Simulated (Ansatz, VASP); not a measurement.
# WC: VASP beside Ansatz

INCAR

```
  PREC = Accurate
  ENCUT = 520
  EDIFF = 1E-6
  ISMEAR = 0
  SIGMA = 0.15
  LREAL = False
  LASPH = True
  NELM = 60
  ALGO = Normal
  ISIF = 2
  LWAVE = False
  LCHARG = True
  GGA = PE
  LELF = True
  LVHAR = True
  NBANDS = 16
```

Contents of KPOINTS:

```
Automatic mesh
0
Gamma
  24 24 22
```

File POSCAR:

```
WC
1.0
    2.9217716515      0.0000000000      0.0000000000
   -1.4608858258      2.5303284743      0.0000000000
    0.0000000000      0.0000000000      2.8470758817
W C
1 1
Direct
    0.0000000000      0.0000000000     -0.0526856347
    0.6666666667      0.3333333333      0.5000000000
```

Input for Ansatz:

```yaml
crystal:
  lattice:
    - [2.9217716515, 0.0, 0.0]
    - [-1.4608858258, 2.5303284743, 0.0]
    - [0.0, 0.0, 2.8470758817]
  atoms:
    - { symbol: W, position: [0.0, 0.0, -0.0526856347] }
    - { symbol: C, position: [0.6666666667, 0.3333333333, 0.5] }
basis:
  ecutwfc: 420
kpoints:
  mp_grid: { grid: [24, 24, 22] }
hamiltonian:
  xc: pbe
scf:
  occupations: { method: gaussian, width: 0.15 }
output:
  forces: true
  stress: true
  eigenvalues: true
```

Alike in both runs: task single point; functional PBE; k mesh 24 × 24 × 22; occupations gaussian, width 0.15 eV; no spin polarisation.

|  | VASP | Ansatz |
| --- | --- | --- |
| version | VASP 6.6.1 | Ansatz 0.2.0 |
| potentials or method | VASP PAW PBE potentials, release 64 (W_sv, C), cutoff 520 eV | scalar-relativistic, plane waves, PAW |
| valence electrons in the cell | 18 | 18 |

VASP gave:

```
gap on the k mesh at the Fermi level (eV)                     : none
pressure (GPa)                                                : 5.9
traceless stress, the component that is largest in VASP (GPa) : 1.51
rms of the force components (eV/Å)                            : 1.209
```

Task: What did Ansatz give for the same quantities?

Result: gap on the k mesh at the Fermi level (eV): none; pressure (GPa): 4.8; traceless stress, the component that is largest in VASP (GPa): 1.34; rms of the force components (eV/Å): 1.200.

Atom by atom the forces differ by 0.009 eV/Å (rms over components). A gap of «none» marks a metal or a gap that the smearing closes.

Neither program's run includes spin-orbit coupling.
